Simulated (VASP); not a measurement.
# NaCl (I4/mmm) in VASP: further runs

NaCl is run at these levels: r2SCAN; tasks: single point.

Everything below comes from runs of VASP 6.6.1. Logs are shortened: lines on timing, memory, paths and dates and some standing lists are left out, and cuts for length are marked.

## 1. The cell of the first run

The structure is tetragonal, space group I4/mmm (No. 139). The conventional cell has a = 4.495 Å, b = 4.495 Å, c = 4.495 Å, α = 90.00°, β = 90.00°, γ = 90.00°. Within 3.0 Å of Na (site symmetry 4/mmm) lie 2 Cl at 2.25 Å. Cl (site symmetry 4/mmm) has 2 Na at 2.25 Å within 3.0 Å.

## 2. Single point, r2SCAN

POSCAR

```
NaCl
1.0
    0.0000000000      3.1786919196      2.2473351872
    3.1786919196      0.0000000000      2.2473351872
    3.1786919196      3.1786919196      0.0000000000
Na Cl
1 1
Direct
    0.0000000000      0.0000000000      0.0000000000
    0.5000000000      0.5000000000      0.5000000000
```

INCAR.step1

```
ALGO = Normal ; EDIFF = 1E-4
ENCUT = 520 ; GGA = PE
ISMEAR = 0 ; LASPH = T
LCHARG = F ; LREAL = F
LWAVE = T ; NBANDS = 14
NELM = 100 ; PREC = Accurate
SIGMA = 0.05
```

INCAR.step2

```
ALGO = Normal ; EDIFF = 1E-6
ENCUT = 520 ; ISIF = 2
ISMEAR = 0 ; ISTART = 1
LASPH = T ; LCHARG = F
LMIXTAU = T ; LREAL = F
LWAVE = F ; METAGGA = R2SCAN
NBANDS = 14 ; NELM = 100
PREC = Accurate ; SIGMA = 0.05
```

KPOINTS

```
k-points
0
Gamma
  8 8 8
```

Potentials or basis: VASP PAW PBE potentials, release 64 (Na_pv, Cl).

The run is started by

```sh
$ cat potpaw_PBE.64/Na_pv/POTCAR potpaw_PBE.64/Cl/POTCAR > POTCAR
$ cp INCAR.step1 INCAR
$ mpirun -np 1 vasp_std > vasp.out
$ cp INCAR.step2 INCAR
$ mpirun -np 1 vasp_std > vasp.out
```

OUTCAR:

```text
EDIFF = 1E-6
   ENCUT = 520
   ISIF = 2
   ISMEAR = 0
   ISTART = 1
   LASPH = T
   LREAL = F
   METAGGA = R2SCAN
   NELM = 100
   PREC = Accurate

 ion  position               nearest neighbor table
   1  0.000  0.000  0.000-   2 2.25   2 2.25
   2  0.500  0.500  0.500-   1 2.25   1 2.25

  LATTYP: Found a body centered tetragonal cell.
 ALAT       =     4.4953492233
 C/A-ratio  =     0.9998489886

  Lattice vectors:

 A1 = (   0.0000000000,  -3.1786919196,  -2.2473351872)
 A2 = (   0.0000000000,   3.1786919196,  -2.2473351872)
 A3 = (   3.1786919196,   0.0000000000,   2.2473351872)

Analysis of symmetry for initial positions (statically):
=====================================================================
 Subroutine PRICEL returns:
 Original cell was already a primitive cell.

 Routine SETGRP: Setting up the symmetry group for a
 body centered tetragonal supercell.

 Subroutine GETGRP returns: Found 16 space group operations
 (whereof 16 operations were pure point group operations)
 out of a pool of 16 trial point group operations.

The static configuration has the point symmetry D_4h.

Analysis of symmetry for dynamics (positions and initial velocities):
=====================================================================
 Subroutine PRICEL returns:
 Original cell was already a primitive cell.

 Routine SETGRP: Setting up the symmetry group for a
 body centered tetragonal supercell.

 Subroutine GETGRP returns: Found 16 space group operations
 (whereof 16 operations were pure point group operations)
 out of a pool of 16 trial point group operations.

The dynamic configuration has the point symmetry D_4h.

 Subroutine INISYM returns: Found 16 space group operations
 (whereof 16 operations are pure point group operations),
 and found     1 'primitive' translations

----------------------------------------------------------------------------------------

                                     Primitive cell

  volume of cell :      45.4145

  direct lattice vectors                    reciprocal lattice vectors
     0.000000000  3.178691920  2.247335187    -0.157297408  0.157297408  0.222485726
     3.178691920  0.000000000  2.247335187     0.157297408 -0.157297408  0.222485726
     3.178691920  3.178691920  0.000000000     0.157297408  0.157297408 -0.222485726

  length of vectors
     3.892890669  3.892890669  4.495349223     0.314618574  0.314618574  0.314618574

  position of ions in fractional coordinates (direct lattice)
     0.000000000  0.000000000  0.000000000
[... 89 lines left out ...]
   NELECT =      14.0000    total number of electrons
   NUPDOWN=      -1.0000    fix difference up-down
   EMIN   =  10.00;   EMAX   =-10.00  energy-range for DOS
   EFERMI =   0.00;   METHOD = LEGACY
   ISMEAR =     0;   SIGMA  =   0.05  broadening in eV -4-tet -1-fermi 0-gaus
   EFERMI_NEDOS =   21; number of points for ismear=-14 and -15
   IALGO  =     38    algorithm
   IMIX   =      4    mixing-type and parameters
     AMIX     =   0.40;   BMIX     =  1.00
     AMIX_MAG =   1.60;   BMIX_MAG =  1.00
  volume/ion in A,a.u.               =      22.71       153.24
  Fermi-wavevector in a.u.,A,eV,Ry     =   1.105909  2.089864 16.640388  1.223034
  Thomas-Fermi vector in A             =   2.242402
   LORBIT       =      0    0 simple, 1 ext, 2 COOP (PROOUT), +10 PAW based schemes
   METAGGA = R2SCAN    functional components
   LHFCALC =     F    Hartree Fock is set to
   AEXX    =    0.0000 exact exchange contribution
   IVDW    =     0    specifies the selected vdW correction
   LEPSILON=     F    determine dielectric tensor
   LRPA    =     F    only Hartree local field effects (RPA)
 non-spin polarized calculation
 Gauss-broadening in eV      SIGMA  =   0.05
  energy-cutoff  :      520.00
  volume of cell :       45.41
 maximum number of plane-waves:      1264
 NGX is ok and might be reduce to    30

 number of electron      14.0000000 magnetization

 Free energy of the ion-electron system (eV)
  ---------------------------------------------------
  ext. energy  EPLUGINS =         0.00000000
  ---------------------------------------------------
  free energy    TOTEN  =       -12.91974114 eV

  energy without entropy =      -12.91974114  energy(sigma->0) =      -12.91974114

 E-fermi :  -0.9217     XC(G=0):  -8.4374

 val. band max:       -1.2509189792   @ k =   0.0000   0.0000   0.0000
 cond. band min:       4.4445544325   @ k =   0.0000   0.0000   0.0000
 fundamental gap:      5.6954734117
 Fermi energy:        -0.9217139780

 k-point     1 :       0.0000    0.0000    0.0000
  band No.  band energies     occupation
      1     -22.6340      2.00000
      2     -22.5547      2.00000
      3     -22.5546      2.00000
      4     -14.5970      2.00000
      5      -1.4065      2.00000
      6      -1.2509      2.00000
      7      -1.2509      2.00000
      8       4.4446      0.00000
      9      10.3384      0.00000
     10      10.3385      0.00000
     11      10.6120      0.00000
     12      12.7603      0.00000
     13      14.6373      0.00000
     14      15.2128      0.00000
[... 377 lines left out ...]
      1     -22.6701      2.00000
      2     -22.5634      2.00000
      3     -22.5583      2.00000
      4     -14.2747      2.00000
      5      -2.6707      2.00000
      6      -1.7668      2.00000
      7      -1.5271      2.00000
      8       6.6140      0.00000
      9       9.2866      0.00000
     10       9.4363      0.00000
     11      12.6627      0.00000
     12      13.2802      0.00000
     13      14.2237      0.00000
     14      15.6538      0.00000

 [... further k-points ...]

------------------------ aborting loop because EDIFF is reached ----------------------------------------

  FORCE on cell =-STRESS in cart. coord.  units (eV):
  Direction    XX          YY          ZZ          XY          YZ          ZX
  --------------------------------------------------------------------------------------
  -------------------------------------------------------------------------------------
  Total       -0.6546585     -0.6546585      9.7614194      0.0000000      0.0000000     -0.0000000
  in kB      -23.0956760    -23.0956760    344.3727938      0.0000000      0.0000000     -0.0000000
  external PRESSURE =      99.3938139 kB  Pullay stress =       0.0000000 kB

 VOLUME and BASIS-vectors are now :
 -----------------------------------------------------------------------------
  energy-cutoff  :      520.00
  volume of cell :       45.41
      direct lattice vectors                 reciprocal lattice vectors
     0.000000000  3.178691920  2.247335187    -0.157297408  0.157297408  0.222485726
     3.178691920  0.000000000  2.247335187     0.157297408 -0.157297408  0.222485726
     3.178691920  3.178691920  0.000000000     0.157297408  0.157297408 -0.222485726

 POSITION                                       TOTAL-FORCE (eV/Angst)
 -----------------------------------------------------------------------------------
      0.00000      0.00000      0.00000         0.000000      0.000000     -0.000000
      3.17869      3.17869      2.24734         0.000000      0.000000      0.000000
 -----------------------------------------------------------------------------------
    total drift:                                0.000000      0.000000      0.000000

  FREE ENERGIE OF THE ION-ELECTRON SYSTEM (eV)
  ---------------------------------------------------
  free  energy   TOTEN  =       -12.9197411354 eV

  energy  without entropy=      -12.9197411354  energy(sigma->0) =      -12.91974114
```

Wall time 3.2 min (1 thread of Intel Xeon Platinum 8375C at 2.90GHz (Ice Lake), shared host); peak memory 0.18 GiB.

What came out:

| Quantity | Value |
| --- | --- |
| Free energy | -12.9197 eV |
| Pressure | 9.9 GPa |
| Band gap on the k mesh | 5.70 eV |

Caveat: the cell stands under pressure; the PAW data sets were made with another functional, which shifts forces and pressure a little.

## 3. Single point, r2SCAN

This run uses another cell than the first one, of the same volume but with other edges.

POSCAR

```
NaCl
1.0
    0.0000000000      2.5229294485      3.5674222402
    2.5229294485      0.0000000000      3.5674222402
    2.5229294485      2.5229294485      0.0000000000
Na Cl
1 1
Direct
    0.0000000000      0.0000000000      0.0000000000
    0.5000000000      0.5000000000      0.5000000000
```

INCAR.step1

```
SYSTEM = NaCl
ALGO = Normal
EDIFF = 1E-4
ENCUT = 520
GGA = PE
ISMEAR = 0
LASPH = .True.
LCHARG = .False.
LREAL = .False.
LWAVE = .True.
NBANDS = 14
NELM = 80
PREC = Accurate
SIGMA = 0.05
```

INCAR.step2

```
SYSTEM = NaCl
ALGO = Normal
EDIFF = 1E-7
ENCUT = 520
ISIF = 2
ISMEAR = 0
ISTART = 1
LASPH = .True.
LCHARG = .False.
LMIXTAU = .True.
LREAL = .False.
LWAVE = .False.
METAGGA = R2SCAN
NBANDS = 14
NELM = 80
PREC = Accurate
SIGMA = 0.05
```

KPOINTS

```
k-points
0
Gamma
  8 8 8
  0 0 0
```

Potentials or basis: VASP PAW PBE potentials, release 64 (Na_pv, Cl).

The run is started by

```sh
$ cat potpaw_PBE.64/Na_pv/POTCAR potpaw_PBE.64/Cl/POTCAR > POTCAR
$ cp INCAR.step1 INCAR
$ mpirun -np 1 vasp_std > vasp.out
$ cp INCAR.step2 INCAR
$ mpirun -np 1 vasp_std > vasp.out
```

It took 2.5 min on 1 thread of Intel Xeon Platinum 8375C at 2.90GHz (Ice Lake), shared host; peak memory 0.18 GiB.

Results (log left out):

- Free energy: -13.4060 eV
- Pressure: 5.7 GPa
- Band gap on the k mesh: 5.74 eV

Stress tensor (GPa, compression positive):
```
 9.85  0.00  0.00
 0.00  9.85  0.00
 0.00  0.00 -2.47
```

Levels at points of the mesh, in eV from the valence-band top:
```
           k point  band 4  band 5  band 6  band 7  band 8  band 9  band 10  band 11
(0.00, 0.00, 0.00)  -13.39   -0.31    0.00    0.00    5.74   10.51    12.30    13.15
(0.50, 0.00, 0.00)  -12.94   -2.15   -0.60   -0.09    7.72   11.01    11.24    13.77
(0.50, 0.50, 0.00)  -13.24   -1.71   -0.16   -0.16    9.27    9.46     9.98    16.38
(0.50, 0.00, 0.50)  -12.83   -1.71   -1.36   -0.35    8.67    8.84    12.89    13.39
```

Caveat: the cell stands under pressure; the PAW data sets were made with another functional, which shifts forces and pressure a little.

## 4. Single point, r2SCAN

This run uses another cell than the first one, of the same volume but with other edges.

POSCAR

```
NaCl
1.0
    0.0000000000      2.9893855709      2.5409777353
    2.9893855709      0.0000000000      2.5409777353
    2.9893855709      2.9893855709      0.0000000000
Na Cl
1 1
Direct
    0.0000000000      0.0000000000      0.0000000000
    0.5000000000      0.5000000000      0.5000000000
```

INCAR.step1

```
SYSTEM = NaCl
  PREC = Accurate
  ENCUT = 520
  ISMEAR = 0
  SIGMA = 0.05
  LREAL = .FALSE.
  LASPH = .TRUE.
  NELM = 60
  NBANDS = 14
  GGA = PE
  ALGO = Normal
  EDIFF = 1E-4
  LWAVE = .TRUE.
  LCHARG = .FALSE.
```

INCAR.step2

```
SYSTEM = NaCl
  PREC = Accurate
  ENCUT = 520
  EDIFF = 1E-6
  ISMEAR = 0
  SIGMA = 0.05
  LREAL = .FALSE.
  LASPH = .TRUE.
  NELM = 60
  ALGO = Normal
  ISIF = 2
  LWAVE = .FALSE.
  LCHARG = .TRUE.
  METAGGA = R2SCAN
  LMIXTAU = .TRUE.
  LELF = .TRUE.
  LVHAR = .TRUE.
  NBANDS = 14
  ISTART = 1
```

KPOINTS

```
regular mesh
0
G
  8 8 8
  0 0 0
```

Potentials or basis: VASP PAW PBE potentials, release 64 (Na_pv, Cl).

The run is started by

```sh
$ cat potpaw_PBE.64/Na_pv/POTCAR potpaw_PBE.64/Cl/POTCAR > POTCAR
$ cp INCAR.step1 INCAR
$ mpirun -np 1 vasp_std > vasp.out
$ cp INCAR.step2 INCAR
$ mpirun -np 1 vasp_std > vasp.out
```

OUTCAR:

```text
SYSTEM = NaCl
   PREC = Accurate
   ENCUT = 520
   EDIFF = 1E-6
   ISMEAR = 0
   LREAL = .FALSE.
   LASPH = .TRUE.
   NELM = 60
   ISIF = 2
   METAGGA = R2SCAN
   ISTART = 1

 ion  position               nearest neighbor table
   1  0.000  0.000  0.000-   2 2.54   2 2.54
   2  0.500  0.500  0.500-   1 2.54   1 2.54

  LATTYP: Found a body centered tetragonal cell.
 ALAT       =     4.2276296175
 C/A-ratio  =     1.2020815280

  Lattice vectors:

 A1 = (   0.0000000000,  -2.9893855709,  -2.5409777353)
[... 594 lines left out ...]

------------------------ aborting loop because EDIFF is reached ----------------------------------------

  FORCE on cell =-STRESS in cart. coord.  units (eV):
  Direction    XX          YY          ZZ          XY          YZ          ZX
  --------------------------------------------------------------------------------------
  -------------------------------------------------------------------------------------
  Total       -0.6598473     -0.6598473      2.1025261      0.0000000      0.0000000      0.0000000
  in kB      -23.2787326    -23.2787326     74.1749481      0.0000000      0.0000000      0.0000000
  external PRESSURE =       9.2058277 kB  Pullay stress =       0.0000000 kB

 VOLUME and BASIS-vectors are now :
 -----------------------------------------------------------------------------
  energy-cutoff  :      520.00
  volume of cell :       45.41
      direct lattice vectors                 reciprocal lattice vectors
     0.000000000  2.989385571  2.540977735    -0.167258451  0.167258451  0.196774648
     2.989385571  0.000000000  2.540977735     0.167258451 -0.167258451  0.196774648
     2.989385571  2.989385571  0.000000000     0.167258451  0.167258451 -0.196774648

 POSITION                                       TOTAL-FORCE (eV/Angst)
 -----------------------------------------------------------------------------------
      0.00000      0.00000      0.00000         0.000000      0.000000     -0.000000
      2.98939      2.98939      2.54098         0.000000      0.000000      0.000000
 -----------------------------------------------------------------------------------
    total drift:                                0.000000      0.000000      0.000000

  FREE ENERGIE OF THE ION-ELECTRON SYSTEM (eV)
  ---------------------------------------------------
  free  energy   TOTEN  =       -13.6561407744 eV

  energy  without entropy=      -13.6561407744  energy(sigma->0) =      -13.65614077
```

Wall time 2.5 min (1 thread of Intel Xeon Platinum 8375C at 2.90GHz (Ice Lake), shared host); peak memory 0.18 GiB.

Results:

```yaml
Free_energy: -13.6561 eV
Pressure: 0.9 GPa
Band_gap_on_the_k_mesh: 5.81 eV
```

Stress tensor (GPa, compression positive):
```
-2.33  0.00  0.00
 0.00 -2.33  0.00
 0.00  0.00  7.42
```

Caveat: the PAW data sets were made with another functional, which shifts forces and pressure a little. A k mesh can miss the band edges.

## 5. The runs side by side

```tsv
cell	gap on the mesh (eV)	pressure (GPa)
a = 3.893, b = 3.893, c = 4.495 Å, angles 54.7, 54.7, 70.5°, 2 atoms	5.70	9.9
a = 4.369, b = 4.369, c = 3.568 Å, angles 65.9, 65.9, 48.2°, 2 atoms	5.74	5.7
a = 3.923, b = 3.923, c = 4.228 Å, angles 57.4, 57.4, 65.2°, 2 atoms	5.81	0.9
```

Alike in all rows: task single point; level r2SCAN; potentials or basis VASP PAW PBE potentials, release 64 (Na_pv, Cl); no spin polarisation; k mesh 8 × 8 × 8; cutoff (eV) 520; smearing gaussian 0.05 eV.

Caveats: the PAW data sets were made with another functional, which shifts forces and pressure a little; the cell stands under pressure (at least some runs).

Absolute energies hang on the potentials; compare differences alone.
